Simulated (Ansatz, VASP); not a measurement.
B5H9 in VASP and in Ansatz

```xyz
14
Lattice="-3.6257 3.6257 2.6710 3.6257 -3.6257 2.6710 3.6257 3.6257 -2.6710" Properties=species:S:1:pos:R:3 pbc="T T T"
B     0.0000    0.0000    1.2231
B     1.2629    0.0000    0.1014
B     0.0000    1.2629    0.1014
B     5.9885    0.0000    0.1014
B     0.0000    5.9885    0.1014
H     2.4371    0.0000    0.2371
H     0.0000    2.4371    0.2371
H     4.8142    0.0000    0.2371
H     0.0000    4.8142    0.2371
H     0.0000    0.0000    2.4053
H     0.9525    0.9525    4.5463
H    -0.9525    0.9525    4.5463
H     2.6731    2.6731    1.8754
H     0.9525   -0.9525    4.5463
```

Alike in both runs: functional r2SCAN; k mesh 6 × 6 × 6; occupations fermi-dirac, width 0.02 eV; no spin polarisation.

Ansatz relaxed the structure, and its values are those at the end. VASP's run is a single point on that final structure, the one shown.

```csv
,VASP,Ansatz
version,VASP 6.6.1,Ansatz 0.2.0
potentials or method,"VASP PAW PBE potentials, release 64 (B, H), cutoff 520 eV",PAW plane waves
valence electrons in the cell,24,24
```

Ansatz gave:

| Property | Result |
| --- | --- |
| gap on the k mesh at the Fermi level (eV) | 6.13 |
| pressure (GPa) | 0.0 |
| rms of the force components (eV/Å) | 0.000 |

Q: Estimate VASP's values.

A: gap on the k mesh at the Fermi level (eV): 6.13; pressure (GPa): 0.0; rms of the force components (eV/Å): 0.012.

VASP's potentials were made for PBE, not for r2SCAN.
